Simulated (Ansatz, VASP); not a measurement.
## InSe in VASP and in Ansatz

```xyz
8
Lattice="4.0266 0.0000 0.0000 -2.0133 3.4871 0.0000 0.0000 0.0000 28.2707" Properties=species:S:1:pos:R:3 pbc="T T T"
Se    0.0000    0.0000    4.5000
Se    0.0000    0.0000    9.8854
Se   -1.3422    2.3248   13.1954
Se   -1.3422    2.3248   18.5807
In    2.0133    1.1624    5.7954
In    2.0133    1.1624    8.5899
In   -3.3555    1.1624   14.4908
In   -3.3555    1.1624   17.2853
```

Alike in both runs: task single point; functional PBE; dispersion D3(BJ); k mesh 9 × 9 × 1; occupations gaussian, width 0.05 eV; no spin polarisation.

|  | VASP | Ansatz |
| --- | --- | --- |
| version | VASP 6.6.1 | Ansatz 0.2.0 |
| potentials or method | VASP PAW PBE potentials, release 64 (Se, In_d), cutoff 520 eV | scalar-relativistic, plane waves, PAW |
| valence electrons in the cell | 76 | 116 |

|  | VASP | Ansatz | Ansatz less VASP |
| --- | --- | --- | --- |
| gap on the k mesh at the Fermi level (eV) | 1.10 | 1.11 | +0.011 |
| least direct gap on the mesh (eV) | 1.15 | 1.16 | +0.009 |
| rms of the force components (eV/Å) | 0.021 | 0.022 | +0.0007 |

VASP's potentials hold 76 valence electrons a cell and Ansatz's 116, so a difference there can come from the potentials and not from the codes.
